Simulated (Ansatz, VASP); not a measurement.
## One calculation of Fe, two programs

INCAR

```
SYSTEM = Fe
PREC = Accurate
ENCUT = 520
EDIFF = 1E-7
ISMEAR = -1
SIGMA = 0.05
LREAL = .FALSE.
LASPH = .TRUE.
NELM = 150
ALGO = Fast
ISIF = 2
LWAVE = .FALSE.
LCHARG = .FALSE.
ISPIN = 2
MAGMOM = 3
LORBIT = 11
LMAXMIX = 4
GGA = PS
NBANDS = 14
```

File KPOINTS:

```
regular mesh
0
G
  13 13 13
  0 0 0
```

POSCAR

```
Fe
1.0
    0.0000000000      1.9417396906      1.8865009558
    1.4984397099      0.0000000000      1.8865009558
    1.4984397099      1.9417396906      0.0000000000
Fe
1
Direct
    0.0000000000      0.0000000000      0.0000000000
```

input.yaml

```yaml
crystal:
  lattice:
    - [0.0, 1.9417396906, 1.8865009558]
    - [1.4984397099, 0.0, 1.8865009558]
    - [1.4984397099, 1.9417396906, 0.0]
  atoms:
    - { symbol: Fe, position: [0.0, 0.0, 0.0], spin: 3.0 }
kpoints:
  mp_grid: { grid: [13, 13, 13] }
scf:
  occupations: { method: fermi_dirac, width: 0.05 }
hamiltonian:
  xc: pbesol
  pseudopotentials: { kind: all_electron, lapw: { basis_error: 0.001 } }
magnetization:
  spin_polarized: true
output:
  forces: true
  stress: true
  eigenvalues: true
```

Change from the starting cell: strain_z = -0.04.

Alike in both runs: task single point; functional PBEsol; k mesh 13 × 13 × 13; occupations fermi-dirac, width 0.05 eV; collinear spin.

|  | VASP | Ansatz |
| --- | --- | --- |
| version | VASP 6.6.1 | Ansatz 0.2.0 |
| potentials or method | VASP PAW PBE potentials, release 64 (Fe), cutoff 520 eV | all-electron LAPW, scalar-relativistic |

|  | VASP | Ansatz | Ansatz less VASP |
| --- | --- | --- | --- |
| gap on the k mesh at the Fermi level (eV) | none | none | - |
| pressure (GPa) | -2.2 | -2.3 | -0.16 |
| traceless stress, the component that is largest in VASP (GPa) | -7.48 | -7.58 | -0.098 |
| net moment per atom (μB) | 2.14 | 2.12 | -0.018 |
| size of the moment on the site where the two differ most (μB) | 2.12 | 2.16 | +0.039 |

VASP's potentials were made for PBE, not for PBEsol. Site moments also hang on the region over which each program counts them. A gap of «none» marks a metal or a gap that the smearing closes. Ansatz ran all-electron here, and VASP with PAW potentials.
